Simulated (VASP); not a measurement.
# ScNb (P-6m2) in VASP: a series of runs, part 2 of 2

VASP 6.6.1. Earlier steps stand in the parts before.

## Step 6: Relaxation of cell and atoms, PBEsol, target pressure 5 GPa, at which the enthalpy is minimised

This run uses another cell than the first one, of 20.64 Å³/atom.

INCAR reads:

```
ALGO     = Normal         # electronic algorithm
EDIFF    = 1E-6           # SCF threshold, eV
EDIFFG   = -0.01          # ionic threshold
ENCUT    = 600            # plane-wave cutoff, eV
GGA      = PS             # functional
IBRION   = 2              # ionic algorithm
ISIF     = 3              # what is computed and relaxed
ISMEAR   = -1             # smearing method
LASPH    = T              # aspherical terms in the spheres
LCHARG   = F              # write CHGCAR
LREAL    = F              # projectors in reciprocal space
LWAVE    = F              # write WAVECAR
NELM     = 80             # most SCF steps
NSW      = 60             # ionic steps
PREC     = Accurate       # precision mode
PSTRESS  = 50.0         
SIGMA    = 0.05           # smearing width, eV
```

KPOINTS reads:

```
k-points
0
Gamma
  10 10 5
```

POSCAR reads:

```
ScNb
1.0
    3.0656443612      0.0000000000      0.0000000000
   -1.5328221806      2.6549258957      0.0000000000
    0.0000000000      0.0000000000      5.0721940000
Nb Sc
1 1
Direct
    0.3333333333      0.6666666667      0.5000000000
    0.0000000000      0.0000000000      0.0000000000
```

Potentials or basis: VASP PAW PBE potentials, release 64 (Nb_sv, Sc_sv).

On the command line:

```sh
cat potpaw_PBE.64/Nb_sv/POTCAR potpaw_PBE.64/Sc_sv/POTCAR > POTCAR
mpirun -np 1 vasp_std > vasp.out
```

OUTCAR:

```text
EDIFF = 1E-6
   EDIFFG = -0.01
   ENCUT = 600
   GGA = PS
   IBRION = 2
   ISIF = 3
   ISMEAR = -1
   LASPH = T
   LREAL = F
   NELM = 80
   NSW = 60
   PREC = Accurate
   PSTRESS = 50.0

 ion  position               nearest neighbor table
   1  0.333  0.667  0.500-   2 3.09   2 3.09   2 3.09   2 3.09   2 3.09   2 3.09
   2  0.000  0.000  0.000-   1 3.09   1 3.09   1 3.09   1 3.09   1 3.09   1 3.09

  LATTYP: Found a hexagonal cell.
 ALAT       =     3.0656443612
 C/A-ratio  =     1.6545278585

  Lattice vectors:

 A1 = (   3.0656443612,   0.0000000000,   0.0000000000)
 A2 = (  -1.5328221806,   2.6549258957,   0.0000000000)
 A3 = (   0.0000000000,   0.0000000000,   5.0721940000)

Analysis of symmetry for initial positions (statically):
=====================================================================
 Subroutine PRICEL returns:
 Original cell was already a primitive cell.

 Routine SETGRP: Setting up the symmetry group for a
 hexagonal supercell.

 Subroutine GETGRP returns: Found 12 space group operations
 (whereof 12 operations were pure point group operations)
 out of a pool of 24 trial point group operations.

[... 168 lines left out ...]
  --------------------------------------------------------------------------------------
  -------------------------------------------------------------------------------------
  Total       -1.0260450     -1.0260450     -1.1092661      0.0000000      0.0000000     -0.0000000
  in kB      -39.8205236    -39.8205236    -43.0503089      0.0000000      0.0000000     -0.0000000
  external PRESSURE =     -90.8971187 kB  Pullay stress =      50.0000000 kB
[... 101 lines left out ...]
--------------------------------------- Ionic step        4  -------------------------------------------

 number of electron      24.0000003 magnetization

 Free energy of the ion-electron system (eV)
  ---------------------------------------------------
  ext. energy  EPLUGINS =         0.00000000
  ---------------------------------------------------
  free energy    TOTEN  =       -17.10541769 eV

  energy without entropy =      -17.08644869  energy(sigma->0) =      -17.09593319

 E-fermi :   7.8959     XC(G=0): -11.7420

 val. band max:        7.8795138145   @ k =   0.1000  -0.0000   0.2000
 cond. band min:       7.9131026684   @ k =   0.5000  -0.0000   0.0000
 fundamental gap:      0.0335888540
 Fermi energy:         7.8958511118

 k-point     1 :       0.0000    0.0000    0.0000
  band No.  band energies     occupation
      1     -46.5601      2.00000
      2     -40.6666      2.00000
      3     -22.7964      2.00000
      4     -22.1201      2.00000
      5     -22.1201      2.00000
      6     -19.3653      2.00000
[... 433 lines left out ...]
      3     -22.9940      2.00000
      4     -22.6002      2.00000
      5     -22.3872      2.00000
      6     -19.7360      2.00000
[... 8 lines left out ...]
     15       9.6868      0.00000
     16      12.0522      0.00000

 [... further k-points ...]

------------------------ aborting loop because EDIFF is reached ----------------------------------------

  FORCE on cell =-STRESS in cart. coord.  units (eV):
  Direction    XX          YY          ZZ          XY          YZ          ZX
  --------------------------------------------------------------------------------------
  -------------------------------------------------------------------------------------
  Total        1.1772064      1.1772064      1.2029474      0.0000000      0.0000000      0.0000000
  in kB       49.6879611     49.6879611     50.7744443      0.0000000      0.0000000      0.0000000
  external PRESSURE =       0.0501222 kB  Pullay stress =      50.0000000 kB
[... 21 lines left out ...]
  energy  without entropy=      -17.0864486881  energy(sigma->0) =      -17.09593319

  enthalpy is  TOTEN    =       -15.9208184320 eV   P V=        1.1845992593

 reached required accuracy - stopping structural energy minimisation
```

OSZICAR:

```text
N       E                     dE             d eps       ncg     rms          rms(c)
DAV:   1     0.287693531121E+03    0.28769E+03   -0.13349E+04  1344   0.179E+03
DAV:   2     0.649380262575E+01   -0.28120E+03   -0.27904E+03  1416   0.581E+02
DAV:   3    -0.168172370288E+02   -0.23311E+02   -0.23084E+02  2488   0.150E+02
DAV:   4    -0.182920436291E+02   -0.14748E+01   -0.14587E+01  1736   0.257E+01
[... 38 lines left out ...]
DAV:   3    -0.171054156108E+02    0.11750E-03   -0.70619E-04  2504   0.284E-01    0.326E-02
DAV:   4    -0.171054115760E+02    0.40348E-05   -0.36418E-04  2640   0.104E-01    0.297E-02
DAV:   5    -0.171054100315E+02    0.15445E-05   -0.65321E-05  1968   0.412E-02    0.138E-02
DAV:   6    -0.171054174649E+02   -0.74334E-05   -0.22035E-05  2512   0.322E-02    0.712E-03
DAV:   7    -0.171054176913E+02   -0.22635E-06   -0.16801E-06  1192   0.107E-02
   4 F= -.15920818E+02 E0= -.15911334E+02  d E =-.993553E-01
```

Run time: 2.3 min. Hardware: 1 thread of Intel Xeon 8259CL, shared host; peak memory 0.2 GiB.

Results:

```
Free energy                                                : -17.1054 eV
Relaxed volume                                             : 18.98 Å³/atom
Relaxed cell                                               : a = 2.982 Å, b = 2.982 Å, c = 4.929 Å, α = 90.00°, β = 90.00°, γ = 120.00°
Space group after relaxing (to 0.1 Å)                      : P-6m2 (No. 187)
Energy change on relaxing (the run minimises the enthalpy) : +2.2 meV/atom
Ionic steps                                                : 4
Pressure after relaxing                                    : 5.0 GPa
Band gap on the k mesh                                     : zero (bands 12 and 13 overlap by 0.91 eV)
```

Step by step:
```csv
step,energy change (eV),largest force (eV/Å),pressure (GPa),volume (Å³)
1,0.0000,0.0000,-4.09,41.28
2,0.2303,0.0000,17.75,34.67
3,0.0024,0.0000,4.79,38.02
4,0.0044,0.0000,5.01,37.96
```

Final structure:
```cif
data_structure
_symmetry_space_group_name_H-M 'P 1'
_symmetry_Int_Tables_number 1
_cell_length_a 2.9821
_cell_length_b 2.9821
_cell_length_c 4.9289
_cell_angle_alpha 90.000
_cell_angle_beta 90.000
_cell_angle_gamma 120.000
_cell_volume 37.96
loop_
_atom_site_label
_atom_site_type_symbol
_atom_site_fract_x
_atom_site_fract_y
_atom_site_fract_z
_atom_site_occupancy
Nb1 Nb 0.33333 0.66667 0.50000 1
Sc1 Sc 0.00000 0.00000 0.00000 1
```

Caveat: the cell is relaxed towards a set pressure, so the run minimises the enthalpy, not the energy; the PAW data sets were made with another functional, which shifts forces and pressure a little.

## Step 7: The runs side by side

| task | cell | cutoff (eV) | gap on the mesh (eV) | pressure (GPa) |
| --- | --- | --- | --- | --- |
| single point | a = 3.008, b = 3.008, c = 4.968 Å, angles 90.0, 90.0, 120.0°, 2 atoms | 520 | none | 2.0 |
| single point | a = 3.027, b = 3.027, c = 4.996 Å, angles 90.0, 90.0, 120.0°, 2 atoms | 520 | none | 0.0 |
| relaxation of cell and atoms | relaxed from a = 3.066, b = 3.066, c = 5.072 Å, angles 90.0, 90.0, 120.0°, 2 atoms | 600 | none | 0.0 |
| relaxation of cell and atoms | relaxed to 2 GPa from a = 3.066, b = 3.066, c = 5.072 Å, angles 90.0, 90.0, 120.0°, 2 atoms | 600 | none | 1.9 |
| relaxation of cell and atoms | relaxed to 5 GPa from a = 3.066, b = 3.066, c = 5.072 Å, angles 90.0, 90.0, 120.0°, 2 atoms | 600 | none | 5.0 |

Alike in all rows: level PBEsol; potentials or basis VASP PAW PBE potentials, release 64 (Nb_sv, Sc_sv); no spin polarisation; k mesh 10 × 10 × 5; smearing fermi-dirac 0.05 eV.

Caveats: the PAW data sets were made with another functional, which shifts forces and pressure a little; the cell is relaxed towards a set pressure, so the run minimises the enthalpy, not the energy (at least some runs).

Total energies depend on the potentials used, so only differences within one code and one set of settings carry meaning.
